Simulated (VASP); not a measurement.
# Cs (Pm-3m) in VASP: single point with PBE

Aim: the single point of Cs with PBE.

Program: VASP 6.6.1. These are calculated values, not measurements. Logs are shortened: lines on timing, memory, paths and dates and some standing lists are left out, and cuts for length are marked.

## Step 1: The cell of the first run

It takes space group Pm-3m (No. 221, cubic). Conventional cell: a = 4.747 Å, b = 4.747 Å, c = 4.747 Å, α = 90.00°, β = 90.00°, γ = 90.00°.

This isn't the form of Cs at room conditions, which is bcc.

## Step 2: Single point, PBE (106.99 Å³/atom)

Contents of INCAR:

```
ALGO = Normal
EDIFF = 1E-6
ENCUT = 520
GGA = PE
ISIF = 2
ISMEAR = -1
LASPH = True
LCHARG = False
LREAL = False
LWAVE = False
NBANDS = 10
NELM = 100
PREC = Accurate
SIGMA = 0.08
```

Contents of KPOINTS:

```
k-points
0
Gamma
  8 8 8
```

Contents of POSCAR:

```
Cs
1.0
    4.7473408126      0.0000000000      0.0000000000
    0.0000000000      4.7473408126      0.0000000000
    0.0000000000      0.0000000000      4.7473408126
Cs
1
Direct
    0.0000000000      0.0000000000      0.0000000000
```

Potentials or basis: VASP PAW PBE potentials, release 64 (Cs_sv).

Started as:

```sh
$ cat potpaw_PBE.64/Cs_sv/POTCAR > POTCAR
$ mpirun -np 1 vasp_std > vasp.out
```

OUTCAR:

```text
EDIFF = 1E-6
   ENCUT = 520
   GGA = PE
   ISIF = 2
   ISMEAR = -1
   LASPH = True
   LREAL = False
   NELM = 100
   PREC = Accurate

 ion  position               nearest neighbor table
   1  0.000  0.000  0.000-

  LATTYP: Found a simple cubic cell.
 ALAT       =     4.7473408126

  Lattice vectors:

 A1 = (   4.7473408126,   0.0000000000,   0.0000000000)
 A2 = (   0.0000000000,   4.7473408126,   0.0000000000)
 A3 = (   0.0000000000,   0.0000000000,   4.7473408126)

Analysis of symmetry for initial positions (statically):
=====================================================================
 Subroutine PRICEL returns:
 Original cell was already a primitive cell.

 Routine SETGRP: Setting up the symmetry group for a
 simple cubic supercell.

 Subroutine GETGRP returns: Found 48 space group operations
 (whereof 48 operations were pure point group operations)
 out of a pool of 48 trial point group operations.

The static configuration has the point symmetry O_h .

Analysis of symmetry for dynamics (positions and initial velocities):
=====================================================================
 Subroutine PRICEL returns:
 Original cell was already a primitive cell.

 Routine SETGRP: Setting up the symmetry group for a
 simple cubic supercell.

 Subroutine GETGRP returns: Found 48 space group operations
 (whereof 48 operations were pure point group operations)
 out of a pool of 48 trial point group operations.

The dynamic configuration has the point symmetry O_h .

 Subroutine INISYM returns: Found 48 space group operations
 (whereof 48 operations are pure point group operations),
 and found     1 'primitive' translations

----------------------------------------------------------------------------------------

                                     Primitive cell

  volume of cell :     106.9920

  direct lattice vectors                    reciprocal lattice vectors
     4.747340813  0.000000000  0.000000000     0.210644241  0.000000000  0.000000000
     0.000000000  4.747340813  0.000000000     0.000000000  0.210644241  0.000000000
     0.000000000  0.000000000  4.747340813     0.000000000  0.000000000  0.210644241

  length of vectors
     4.747340813  4.747340813  4.747340813     0.210644241  0.210644241  0.210644241

  position of ions in fractional coordinates (direct lattice)
     0.000000000  0.000000000  0.000000000

  ion indices of the primitive-cell ions
   primitive index   ion index
                 1           1

----------------------------------------------------------------------------------------

 KPOINTS: k-points

Automatic generation of k-mesh.
 Grid dimensions read from file:
 generate k-points for:    8    8    8

 Generating k-lattice:

  Cartesian coordinates                     Fractional coordinates (reciprocal lattice)
     0.026330530  0.000000000  0.000000000     0.125000000  0.000000000  0.000000000
     0.000000000  0.026330530  0.000000000     0.000000000  0.125000000  0.000000000
     0.000000000  0.000000000  0.026330530     0.000000000  0.000000000  0.125000000

  Length of vectors
     0.026330530  0.026330530  0.026330530

  Shift w.r.t. Gamma in fractional coordinates (k-lattice)
     0.000000000  0.000000000  0.000000000

 Subroutine IBZKPT returns following result:
 ===========================================

 Found     35 irreducible k-points:

 Following reciprocal coordinates:
            Coordinates               Weight
  0.000000  0.000000  0.000000      1.000000
  0.125000  0.000000  0.000000      6.000000
  0.250000  0.000000  0.000000      6.000000
  0.375000  0.000000  0.000000      6.000000
  0.500000  0.000000  0.000000      3.000000
  0.125000  0.125000  0.000000     12.000000
[... 16 lines left out ...]
  0.375000  0.375000  0.125000     24.000000
  0.500000  0.375000  0.125000     24.000000
 [... further k-points ...]
   k-points           NKPTS =     35   k-points in BZ     NKDIM =     35   number of bands    NBANDS=     10
   number of dos      NEDOS =    301   number of ions     NIONS =      1
   total plane-waves  NPLWV =  46656
   dimension x,y,z NGX =    36 NGY =   36 NGZ =   36
   dimension x,y,z NGXF=    72 NGYF=   72 NGZF=   72
   ions per type =               1
   NGX,Y,Z   is equivalent  to a cutoff of  12.61, 12.61, 12.61 a.u.
   NGXF,Y,Z  is equivalent  to a cutoff of  25.21, 25.21, 25.21 a.u.
 SYSTEM =  unknown system
   PREC   = accura    normal or accurate (medium, high low for compatibility)
   ISTART =      0    job   : 0-new  1-cont  2-samecut
   ICHARG =      2    charge: 1-file 2-atom 10-const
   ISPIN  =      1    spin polarized calculation?
   LNONCOLLINEAR =      F non collinear calculations
   LSORBIT =      F    spin-orbit coupling
   LASPH  =      T    aspherical Exc in radial PAW
   ENCUT  =  520.0 eV  38.22 Ry    6.18 a.u.   8.83  8.83  8.83*2*pi/ulx,y,z
   NELM   =    100;   NELMIN=  2; NELMDL= -5     # of ELM steps
   EDIFF  = 0.1E-05   stopping-criterion for ELM
   LREAL  =      F    real-space projection
   EDIFFG = 0.1E-04   stopping-criterion for IOM
   NSW    =      0    number of steps for IOM
   IBRION =     -1    ionic relax: 0-MD 1-quasi-New 2-CG
   NFREE  =      0    steps in history (QN), initial steepest desc. (CG)
   ISIF   =      2    stress and relaxation
   ISYM   =      2    0-nonsym 1-usesym 2-fastsym
   POTIM  = 0.5000    time-step for ionic-motion
   TEBEG  =    0.0;   TEEND  =   0.0 temperature during run
   PSTRESS=    0.0 pullay stress
   NELECT =       9.0000    total number of electrons
   NUPDOWN=      -1.0000    fix difference up-down
   EMIN   =  10.00;   EMAX   =-10.00  energy-range for DOS
   EFERMI =   0.00;   METHOD = LEGACY
   ISMEAR =    -1;   SIGMA  =   0.08  broadening in eV -4-tet -1-fermi 0-gaus
   EFERMI_NEDOS =   21; number of points for ismear=-14 and -15
   IALGO  =     38    algorithm
   IMIX   =      4    mixing-type and parameters
     AMIX     =   0.40;   BMIX     =  1.00
     AMIX_MAG =   1.60;   BMIX_MAG =  1.00
  volume/ion in A,a.u.               =     106.99       722.02
  Fermi-wavevector in a.u.,A,eV,Ry     =   0.717307  1.355514  7.000603  0.514530
  Thomas-Fermi vector in A             =   1.805953
   LORBIT       =      0    0 simple, 1 ext, 2 COOP (PROOUT), +10 PAW based schemes
   GGA     = PE    functional components
   LHFCALC =     F    Hartree Fock is set to
   AEXX    =    0.0000 exact exchange contribution
   IVDW    =     0    specifies the selected vdW correction
   LEPSILON=     F    determine dielectric tensor
   LRPA    =     F    only Hartree local field effects (RPA)
 non-spin polarized calculation
  energy-cutoff  :      520.00
  volume of cell :      106.99
 maximum number of plane-waves:      2901
 NGX is ok and might be reduce to    36
   NGX = 17   NGY = 17   NGZ = 17

 number of electron       8.9999996 magnetization

 Free energy of the ion-electron system (eV)
  ---------------------------------------------------
  ext. energy  EPLUGINS =         0.00000000
  ---------------------------------------------------
  free energy    TOTEN  =        -0.74939148 eV

  energy without entropy =       -0.72259935  energy(sigma->0) =       -0.73599542

 E-fermi :   0.6764     XC(G=0):  -5.5851

 val. band max:        0.6573289403   @ k =   0.5000   0.1250   0.0000
 cond. band min:       0.7913588291   @ k =   0.3750   0.3750   0.0000
 fundamental gap:      0.1340298888
 Fermi energy:         0.6763692766

 k-point     1 :       0.0000    0.0000    0.0000
  band No.  band energies     occupation
      1     -23.3362      2.00000
      2     -10.0286      2.00000
      3     -10.0286      2.00000
      4     -10.0286      2.00000
      5      -1.0771      2.00000
      6       1.9646      0.00000
      7       1.9646      0.00000
      8       5.3048      0.00000
      9       5.3048      0.00000
     10       5.3048      0.00000

 k-point     2 :       0.1250    0.0000    0.0000
  band No.  band energies     occupation
      1     -23.3342      2.00000
      2     -10.0696      2.00000
      3     -10.0251      2.00000
      4     -10.0251      2.00000
      5      -0.9308      2.00000
      6       2.0220      0.00000
      7       2.0311      0.00000
      8       4.8184      0.00000
      9       4.8184      0.00000
     10       5.3311      0.00000

 k-point     3 :       0.2500    0.0000    0.0000
  band No.  band energies     occupation
      1     -23.3295      2.00000
      2     -10.1657      2.00000
      3     -10.0167      2.00000
      4     -10.0167      2.00000
      5      -0.5294      2.00000
      6       2.0260      0.00000
      7       2.1747      0.00000
      8       4.2126      0.00000
      9       4.2126      0.00000
     10       5.0790      0.00000

 k-point     4 :       0.3750    0.0000    0.0000
  band No.  band energies     occupation
      1     -23.3248      2.00000
      2     -10.2583      2.00000
      3     -10.0082      2.00000
      4     -10.0082      2.00000
      5       0.0365      1.99933
      6       1.6120      0.00002
      7       2.3541      0.00000
      8       3.8092      0.00000
      9       3.8092      0.00000
     10       5.4669      0.00000
[... 222 lines left out ...]
 k-point    22 :       0.5000    0.2500    0.1250
  band No.  band energies     occupation
      1     -23.3145      2.00000
      2     -10.2720      2.00000
      3     -10.1306      2.00000
      4     -10.0311      2.00000
      5       1.0639      0.01562
      6       1.2842      0.00100
      7       2.8035      0.00000
      8       2.9416      0.00000
      9       4.1286      0.00000
     10       4.2068      0.00000

 k-point    23 :       0.3750    0.3750    0.1250
  band No.  band energies     occupation
      1     -23.3119      2.00000
      2     -10.2253      2.00000
      3     -10.2212      2.00000
      4     -10.0261      2.00000
      5       0.8719      0.15970
      6       1.8105      0.00000
      7       2.6508      0.00000
      8       3.0819      0.00000
      9       3.9948      0.00000
     10       4.1979      0.00000

 k-point    24 :       0.5000    0.3750    0.1250
  band No.  band energies     occupation
      1     -23.3100      2.00000
      2     -10.2589      2.00000
      3     -10.2181      2.00000
      4     -10.0225      2.00000
      5       0.9686      0.05053
      6       1.8370      0.00000
      7       2.6670      0.00000
      8       2.9343      0.00000
      9       4.1657      0.00000
     10       4.2928      0.00000

 [... further k-points ...]

------------------------ aborting loop because EDIFF is reached ----------------------------------------

  FORCE on cell =-STRESS in cart. coord.  units (eV):
  Direction    XX          YY          ZZ          XY          YZ          ZX
  --------------------------------------------------------------------------------------
  -------------------------------------------------------------------------------------
  Total        0.2441958      0.2441958      0.2441958      0.0000000      0.0000000     -0.0000000
  in kB        3.6567694      3.6567694      3.6567694      0.0000000      0.0000000     -0.0000000
  external PRESSURE =       3.6567694 kB  Pullay stress =       0.0000000 kB

 VOLUME and BASIS-vectors are now :
 -----------------------------------------------------------------------------
  energy-cutoff  :      520.00
  volume of cell :      106.99
      direct lattice vectors                 reciprocal lattice vectors
     4.747340813  0.000000000  0.000000000     0.210644241  0.000000000  0.000000000
     0.000000000  4.747340813  0.000000000     0.000000000  0.210644241  0.000000000
     0.000000000  0.000000000  4.747340813     0.000000000  0.000000000  0.210644241

 POSITION                                       TOTAL-FORCE (eV/Angst)
 -----------------------------------------------------------------------------------
      0.00000      0.00000      0.00000         0.000000      0.000000      0.000000
 -----------------------------------------------------------------------------------
    total drift:                                0.000000      0.000000     -0.000000

  FREE ENERGIE OF THE ION-ELECTRON SYSTEM (eV)
  ---------------------------------------------------
  free  energy   TOTEN  =        -0.7493914842 eV

  energy  without entropy=       -0.7225993462  energy(sigma->0) =       -0.73599542
```

Run time: 21 s. Hardware: 1 thread of Intel Xeon Platinum 8259CL at 2.50GHz (Skylake/Cascade Lake), shared host; peak memory 0.21 GiB.

Results:

```yaml
Free_energy: -0.7494 eV
Pressure: 0.4 GPa
Band_gap_on_the_k_mesh: zero (an odd number of electrons rules out a gap without spin polarisation)
```

Levels at points of the mesh, in eV from the Fermi level:
| k point | band 1 | band 2 | band 3 | band 4 | band 5 | band 6 | band 7 | band 8 |
| --- | --- | --- | --- | --- | --- | --- | --- | --- |
| (0.00, 0.00, 0.00) | -24.01 | -10.70 | -10.70 | -10.70 | -1.75 | 1.29 | 1.29 | 4.63 |
| (0.50, 0.00, 0.00) | -24.00 | -10.97 | -10.68 | -10.68 | -0.19 | 0.49 | 1.76 | 2.99 |
| (0.50, 0.50, 0.00) | -23.99 | -10.93 | -10.93 | -10.66 | 0.16 | 1.27 | 2.30 | 2.30 |
| (0.50, 0.50, 0.50) | -23.97 | -10.90 | -10.90 | -10.90 | 0.98 | 0.98 | 0.98 | 3.05 |

Caveat: spin-orbit coupling is left out, which moves the levels of the heavy elements.
